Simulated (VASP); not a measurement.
# Sn (Im-3m) in VASP: further runs, part 3 of 3

VASP 6.6.1. The steps go on from the part before.

**6. Single point, PBEsol**

This run uses another cell than the first one, of 29.11 Å³/atom, 1.126 times its volume.

The input, INCAR:

```
SYSTEM = Sn
PREC = Accurate
ENCUT = 520
EDIFF = 1E-6
ISMEAR = 1
SIGMA = 0.1
LREAL = .False.
LASPH = .True.
NELM = 80
ALGO = Normal
ISIF = 2
LWAVE = .False.
LCHARG = .False.
GGA = PS
NBANDS = 13
```

The input, KPOINTS:

```
Automatic mesh
0
Gamma
  11 11 11
  0 0 0
```

The input, POSCAR:

```
Sn
1.0
   -1.9378673482      1.9378673482      1.9378673482
    1.9378673482     -1.9378673482      1.9378673482
    1.9378673482      1.9378673482     -1.9378673482
Sn
1
Direct
    0.0000000000      0.0000000000      0.0000000000
```

Potentials or basis: VASP PAW PBE potentials, release 64 (Sn_d).

Started as:

```sh
cat potpaw_PBE.64/Sn_d/POTCAR > POTCAR
mpirun -np 1 vasp_std > vasp.out
```

OUTCAR:

```text
SYSTEM = Sn
   PREC = Accurate
   ENCUT = 520
   EDIFF = 1E-6
   ISMEAR = 1
   LREAL = .False.
   LASPH = .True.
   NELM = 80
   ISIF = 2
   GGA = PS

 ion  position               nearest neighbor table
   1  0.000  0.000  0.000-

  LATTYP: Found a body centered cubic cell.
 ALAT       =     3.8757346964

  Lattice vectors:

 A1 = (  -1.9378673482,   1.9378673482,   1.9378673482)
 A2 = (   1.9378673482,  -1.9378673482,   1.9378673482)
 A3 = (   1.9378673482,   1.9378673482,  -1.9378673482)

Analysis of symmetry for initial positions (statically):
=====================================================================
 Subroutine PRICEL returns:
 Original cell was already a primitive cell.

 Routine SETGRP: Setting up the symmetry group for a
 body centered cubic supercell.

 Subroutine GETGRP returns: Found 48 space group operations
 (whereof 48 operations were pure point group operations)
 out of a pool of 48 trial point group operations.

The static configuration has the point symmetry O_h .

Analysis of symmetry for dynamics (positions and initial velocities):
=====================================================================
 Subroutine PRICEL returns:
 Original cell was already a primitive cell.

 Routine SETGRP: Setting up the symmetry group for a
 body centered cubic supercell.

 Subroutine GETGRP returns: Found 48 space group operations
 (whereof 48 operations were pure point group operations)
 out of a pool of 48 trial point group operations.

The dynamic configuration has the point symmetry O_h .

 Subroutine INISYM returns: Found 48 space group operations
 (whereof 48 operations are pure point group operations),
 and found     1 'primitive' translations

----------------------------------------------------------------------------------------

                                     Primitive cell

  volume of cell :      29.1093

[... 107 lines left out ...]
  volume/ion in A,a.u.               =      29.11       196.44
  Fermi-wavevector in a.u.,A,eV,Ry     =   1.282646  2.423849 22.384042  1.645181
  Thomas-Fermi vector in A             =   2.414945
   LORBIT       =      0    0 simple, 1 ext, 2 COOP (PROOUT), +10 PAW based schemes
   GGA     = PS    functional components
   LHFCALC =     F    Hartree Fock is set to
   AEXX    =    0.0000 exact exchange contribution
   IVDW    =     0    specifies the selected vdW correction
   LEPSILON=     F    determine dielectric tensor
   LRPA    =     F    only Hartree local field effects (RPA)
 non-spin polarized calculation
 Methfessel and Paxton  Order N= 1 SIGMA  =   0.10
  energy-cutoff  :      520.00
  volume of cell :       29.11
 maximum number of plane-waves:       794
 NGX is ok and might be reduce to    28
   NGX = 13   NGY = 13   NGZ = 13

 number of electron      14.0000006 magnetization

 Free energy of the ion-electron system (eV)
  ---------------------------------------------------
  ext. energy  EPLUGINS =         0.00000000
  ---------------------------------------------------
  free energy    TOTEN  =        -4.18140594 eV

  energy without entropy =       -4.18195475  energy(sigma->0) =       -4.18158888

 E-fermi :   7.1340     XC(G=0): -10.1869

 val. band max:        7.0649155748   @ k =  -0.2727   0.3636   0.1818
 cond. band min:       7.1915440983   @ k =  -0.4545   0.4545   0.3636
 fundamental gap:      0.1266285235
 Fermi energy:         7.1339560501

 k-point     1 :       0.0000    0.0000    0.0000
  band No.  band energies     occupation
      1     -14.2807      2.00000
      2     -14.2807      2.00000
      3     -14.2807      2.00000
      4     -14.1670      2.00000
      5     -14.1670      2.00000
      6      -3.4891      2.00000
      7      14.4669      0.00000
      8      14.4669      0.00000
      9      14.4669      0.00000
     10      19.0967      0.00000
     11      19.0967      0.00000
     12      19.0969      0.00000
     13      19.3921      0.00000
[... 354 lines left out ...]
  band No.  band energies     occupation
      1     -14.2895      2.00000
      2     -14.2362      2.00000
      3     -14.1753      2.00000
      4     -14.1725      2.00000
      5     -14.1448      2.00000
      6       1.3204      2.00000
      7       3.9353      2.00000
      8       7.0460      2.01535
      9       9.2272      0.00000
     10      18.7274      0.00000
     11      20.4361      0.00000
     12      21.9052      0.00000
     13      22.5033      0.00000

 [... further k-points ...]
[... 5 lines left out ...]
  --------------------------------------------------------------------------------------
  -------------------------------------------------------------------------------------
  Total       -0.7953521     -0.7953521     -0.7953521      0.0000000     -0.0000000      0.0000000
  in kB      -43.7761826    -43.7761826    -43.7761826      0.0000000     -0.0000000      0.0000000
  external PRESSURE =     -43.7761826 kB  Pullay stress =       0.0000000 kB

 VOLUME and BASIS-vectors are now :
 -----------------------------------------------------------------------------
  energy-cutoff  :      520.00
  volume of cell :       29.11
      direct lattice vectors                 reciprocal lattice vectors
    -1.937867348  1.937867348  1.937867348     0.000000000  0.258015597  0.258015597
     1.937867348 -1.937867348  1.937867348     0.258015597  0.000000000  0.258015597
     1.937867348  1.937867348 -1.937867348     0.258015597  0.258015597  0.000000000

 POSITION                                       TOTAL-FORCE (eV/Angst)
 -----------------------------------------------------------------------------------
      0.00000      0.00000      0.00000        -0.000000      0.000000     -0.000000
 -----------------------------------------------------------------------------------
    total drift:                               -0.000000     -0.000000     -0.000000

  FREE ENERGIE OF THE ION-ELECTRON SYSTEM (eV)
  ---------------------------------------------------
  free  energy   TOTEN  =        -4.1814059363 eV

  energy  without entropy=       -4.1819547539  energy(sigma->0) =       -4.18158888
```

stdout:

```text
POSCAR found type information on POSCAR Sn
 POSCAR found :  1 types and       1 ions
 scaLAPACK will be used
 -----------------------------------------------------------------------------
|                                                                             |
|                                                                             |
|     You enforced a specific xc type in the INCAR file but a different       |
|     I HOPE YOU KNOW WHAT YOU ARE DOING!                                     |
|                                                                             |
 -----------------------------------------------------------------------------

 LDA part: xc-table for (Slater+PW92), standard interpolation
 POSCAR, INCAR and KPOINTS ok, starting setup
 FFT: planning ... GRIDC
 FFT: planning ... GRID_SOFT
 FFT: planning ... GRID
 WAVECAR not read
 entering main loop
```

Run time: 12 s. Hardware: 1 thread of Intel Xeon 6975P-C, shared host; peak memory 0.16 GiB.

What came out:

```yaml
Free_energy: -4.1814 eV
Pressure: -4.4 GPa
Band_gap_on_the_k_mesh: zero (band 7 reaches 14.47 eV, above the bottom of band 8 at 4.96 eV)
```

Caveat: the PAW data sets were made with another functional, which shifts forces and pressure a little; spin-orbit coupling is left out, which moves the levels of the heavy elements.

**7. Overview**

```csv
cell,gap on the mesh (eV),pressure (GPa)
"a = 3.226 Å, angles 109.5°, 1 atom",none,1.0
"a = 3.260 Å, angles 109.5°, 1 atom",none,-0.7
"a = 3.293 Å, angles 109.5°, 1 atom",none,-2.1
"a = 3.325 Å, angles 109.5°, 1 atom",none,-3.4
"a = 3.356 Å, angles 109.5°, 1 atom",none,-4.4
```

Alike in all rows: task single point; level PBEsol; potentials or basis VASP PAW PBE potentials, release 64 (Sn_d); no spin polarisation; k mesh 11 × 11 × 11; cutoff (eV) 520; smearing methfessel-paxton 0.1 eV.

Caveats: the PAW data sets were made with another functional, which shifts forces and pressure a little; spin-orbit coupling is left out, which moves the levels of the heavy elements.

Absolute energies hang on the potentials; compare differences alone.
